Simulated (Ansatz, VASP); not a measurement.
# Al in VASP and in Ansatz

```
Al
1.0
     4.59002    0.00000    0.00000
    -2.29501    3.97507    0.00000
     0.00000    0.00000    6.74851
Al
6
Cartesian
  -0.7678 2.6346 2.2978
  0.3973 1.9928 0.0483
  0.3705 3.3227 4.5473
  2.0731 0.9757 1.5831
  2.7085 1.3075 6.0821
  2.1035 1.6919 3.8326
```

Alike in both runs: task relaxation of cell and atoms; functional PBE; k mesh 6 × 6 × 4; occupations gaussian, width 0.1 eV; no spin polarisation.

|  | VASP | Ansatz |
| --- | --- | --- |
| version | VASP 6.6.1 | Ansatz 0.2.0 |
| potentials or method | VASP PAW PBE potentials, release 64 (Al), cutoff 600 eV | scalar-relativistic, plane waves, PAW |
| valence electrons in the cell | 18 | 18 |

```tsv
	VASP	Ansatz	Ansatz less VASP
gap on the k mesh at the Fermi level, each at its own relaxed structure (eV)	none	none	-
relaxed volume (Å³/atom)	20.60	16.84	-3.758
relaxed cell length with the largest relative difference (Å)	8.268	5.515	-2.7527
```

A gap of «none» marks a metal or a gap that the smearing closes. One of these differences is far larger than is usual between the two programs; its cause wasn't traced.
